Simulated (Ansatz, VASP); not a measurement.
## K: VASP beside Ansatz

```
K
1.0
     2.37772   -3.93837    0.00000
     2.37772    3.93837    0.00000
     0.00000    0.00000    8.31292
K
2
Cartesian
  2.3777 -2.5838 2.0782
  2.3777 2.5838 6.2347
```

Alike in both runs: task single point; functional PBEsol; k mesh 10 × 10 × 6; occupations gaussian, width 0.1 eV; no spin polarisation.

|  | VASP | Ansatz |
| --- | --- | --- |
| version | VASP 6.6.1 | Ansatz 0.2.0 |
| potentials or method | VASP PAW PBE potentials, release 64 (K_sv), cutoff 520 eV | scalar-relativistic, plane waves, PAW |
| valence electrons in the cell | 18 | 18 |

```csv
,VASP,Ansatz,Ansatz less VASP
gap on the k mesh at the Fermi level (eV),none,none,-
pressure (GPa),-0.3,-0.3,+0.01
"traceless stress, the component that is largest in VASP (GPa)",-0.34,-0.34,0.000
```

VASP's potentials were made for PBE, not for PBEsol. A gap of «none» marks a metal or a gap that the smearing closes. With one functional, cell and mesh, what is left measures potentials, basis and numerics.
